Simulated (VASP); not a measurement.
ZnCu: single point with PBEsol

ZnCu:

```
Zn Cu
1.0
     2.94500    0.00000    0.00000
     0.00000    2.94500    0.00000
     0.00000    0.00000    2.94500
Zn Cu
1 1
Direct
  0.50000 0.50000 0.50000
  0.00000 0.00000 0.00000
```

| Quantity | Value |
| --- | --- |
| Program | VASP 6.6.1 |
| Task | single point |
| Functional | PBEsol |
| Potentials or basis | VASP PAW PBE potentials, release 64 (Zn, Cu) |
| Cutoff | 520 eV |
| k mesh | 6 × 6 × 6 |
| Occupations | gaussian, width 0.1 eV |
| Spin | no spin polarisation |

- Pressure: -3.5 GPa

Levels at points of the mesh, in eV from the Fermi level:
```csv
k point,band 9,band 10,band 11,band 12,band 13,band 14
"(0.00, 0.00, 0.00)",-2.71,-2.71,-2.71,6.23,6.23,6.23
"(0.50, 0.00, 0.00)",-3.26,-3.26,-2.79,-1.99,11.72,11.72
"(0.50, 0.50, 0.00)",-2.86,-2.47,-1.87,-1.87,1.78,2.12
"(0.50, 0.50, 0.50)",-2.45,-2.45,3.87,4.36,4.36,4.36
```

Run time: 5.8 s on 1 thread of Intel Xeon 6975P-C, with other jobs on the host, peak memory 0.14 GiB.

Caveat: the PAW data sets were made with another functional, which shifts forces and pressure a little.
